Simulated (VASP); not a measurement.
## TePb: single point with LDA

The system is TePb.

```
Pb Te
1.0
     0.00000    3.26784    3.26784
     3.26784    0.00000    3.26784
     3.26784    3.26784    0.00000
Pb Te
1 1
Direct
  0.00000 0.00000 0.00000
  0.50000 0.50000 0.50000
```

```
Program                : VASP 6.6.1
Task                   : single point
Functional             : LDA
Potentials or basis    : VASP PAW LDA potentials, release 64 (Pb_d, Te)
Cutoff                 : 500 eV
k mesh                 : 2 × 2 × 2
Occupations            : gaussian, width 0.01 eV
Spin                   : no spin polarisation
Dipole correction      : no
Further INCAR settings : ALGO = Normal; EDIFF = 1e-06; NBANDS = 17
```

- Pressure: 3.7 GPa
- Band gap on the k mesh: 0.50 eV, direct

Levels at points of the mesh, in eV from the valence-band top:
```csv
k point,band 8,band 9,band 10,band 11,band 12,band 13
"(0.00, 0.00, 0.00)",-1.14,-1.14,-1.14,3.72,3.72,3.72
"(0.50, 0.00, 0.00)",-0.60,-0.60,0.00,0.50,0.97,0.97
"(0.50, 0.50, 0.00)",-4.32,-2.63,-2.63,3.23,5.14,5.14
```

Wall time 14 s on 1 thread of Intel Xeon 8259CL, on a shared host, peak memory 0.17 GiB.

Caveat: the k points lie up to 0.83 Å⁻¹ apart; spin-orbit coupling is left out, which moves the levels of the heavy elements. A k mesh can miss the band edges.
